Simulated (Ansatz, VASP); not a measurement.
Two plane-wave programs on BN

The input INCAR:

```
  ALGO = Normal
  EDIFF = 1E-7
  ENCUT = 520
  GGA = PE
  ISIF = 2
  ISMEAR = 0
  LASPH = T
  LCHARG = T
  LELF = T
  LREAL = F
  LVHAR = T
  LWAVE = F
  NBANDS = 26
  NELM = 80
  PREC = Accurate
  SIGMA = 0.05
```

The input KPOINTS:

```
k-points
0
Gamma
  6 6 10
```

The input POSCAR:

```
BN
1.0
    4.3563000000      0.0000000000      0.0000000000
    0.0000000000      4.3563000000      0.0000000000
    0.0000000000      0.0000000000      2.5491935092
B N
4 4
Direct
    0.1742811368      0.8257188632      0.5000000000
    0.3257188632      0.3257188632      0.0000000000
    0.6742811368      0.6742811368      0.0000000000
    0.8257188632      0.1742811368      0.5000000000
    0.8126115048      0.8126115048      0.5000000000
    0.3126115048      0.6873884952      0.0000000000
    0.6873884952      0.3126115048      0.0000000000
    0.1873884952      0.1873884952      0.5000000000
```

Input for Ansatz:

```yaml
crystal:
  lattice:
    - [4.3563, 0.0, 0.0]
    - [0.0, 4.3563, 0.0]
    - [0.0, 0.0, 2.5491935092]
  atoms:
    - { symbol: B, position: [0.1742811368, 0.8257188632, 0.5] }
    - { symbol: B, position: [0.3257188632, 0.3257188632, 0.0] }
    - { symbol: B, position: [0.6742811368, 0.6742811368, 0.0] }
    - { symbol: B, position: [0.8257188632, 0.1742811368, 0.5] }
    - { symbol: "N", position: [0.8126115048, 0.8126115048, 0.5] }
    - { symbol: "N", position: [0.3126115048, 0.6873884952, 0.0] }
    - { symbol: "N", position: [0.6873884952, 0.3126115048, 0.0] }
    - { symbol: "N", position: [0.1873884952, 0.1873884952, 0.5] }
basis:
  ecutwfc: 520.0
kpoints:
  mp_grid: { grid: [6, 6, 10] }
hamiltonian:
  xc: pbe
  pseudopotentials: { kind: paw, azcp: { folder: soft_1 } }
scf:
  occupations: { method: gaussian, width: 0.05 }
output:
  forces: true
  stress: true
  eigenvalues: true
```

Alike in both runs: task single point; functional PBE; k mesh 6 × 6 × 10; occupations gaussian, width 0.05 eV; no spin polarisation.

```csv
,VASP,Ansatz
version,VASP 6.6.1,Ansatz 0.2.0
potentials or method,"VASP PAW PBE potentials, release 64 (B, N), cutoff 520 eV","scalar-relativistic, plane waves, PAW"
valence electrons in the cell,32,32
```

|  | VASP | Ansatz | Ansatz less VASP |
| --- | --- | --- | --- |
| gap on the k mesh at the Fermi level (eV) | 4.76 | 4.77 | +0.014 |
| least direct gap on the mesh (eV) | 5.87 | 5.88 | +0.014 |
| pressure (GPa) | 11.3 | 10.8 | -0.47 |
| traceless stress, the component that is largest in VASP (GPa) | -7.91 | -7.92 | -0.008 |
| rms of the force components (eV/Å) | 0.097 | 0.094 | -0.0039 |

Atom by atom the forces differ by 0.004 eV/Å (rms over components). The functional is the same, so the differences come from potentials, cutoffs and numerics.
